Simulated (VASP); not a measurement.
Write the native input for VASP 6.6.1 that does the following.

```
Task                   : single point
Functional             : LDA
Potentials or basis    : VASP PAW LDA potentials, release 64 (Ga_d, P)
Cutoff                 : 520 eV
k mesh                 : 8 × 8 × 8
Occupations            : fermi-dirac, width 0.05 eV
Spin                   : no spin polarisation
Dipole correction      : no
Further INCAR settings : ALGO = Normal; EDIFF = 1e-06; NBANDS = 26
```

The structure of GaP lies in POSCAR:

```
GaP
1.0
    1.9685840968      1.1365625582      6.5154357273
   -1.9685840968      1.1365625582      6.5154357273
    0.0000000000     -2.2731251164      6.5154357273
Ga P
2 2
Direct
    0.5646280000      0.5646280000      0.5646280000
    0.4353720000      0.4353720000      0.4353720000
    0.9426110000      0.9426110000      0.9426110000
    0.0573890000      0.0573890000      0.0573890000
```

This cell differs from its parent crystal: volume scaled by 1.04.

One way to write it, as run:

INCAR

```
  ALGO = Normal
  EDIFF = 1E-6
  ENCUT = 520
  GGA = CA
  ISIF = 2
  ISMEAR = -1
  LASPH = True
  LCHARG = True
  LELF = True
  LREAL = False
  LVHAR = True
  LWAVE = False
  NBANDS = 26
  NELM = 80
  PREC = Accurate
  SIGMA = 0.05
```

KPOINTS

```
k-points
0
Gamma
  8 8 8
```

Potentials or basis: VASP PAW LDA potentials, release 64 (Ga_d, P).

The run is started by

```sh
$ cat potpaw_LDA.64/Ga_d/POTCAR potpaw_LDA.64/P/POTCAR > POTCAR
$ mpirun -np 1 vasp_std > vasp.out
```

It gave:

The pressure is -6.9 GPa, the largest force is 0.005 eV/Å and the band gap on the k mesh is 0.69 eV, indirect (least direct gap 0.86 eV).

Wall time 2.8 min on 1 thread of Intel(R) Xeon(R) 6975P-C (Granite Rapids), with other jobs on the host, peak memory 0.36 GiB.
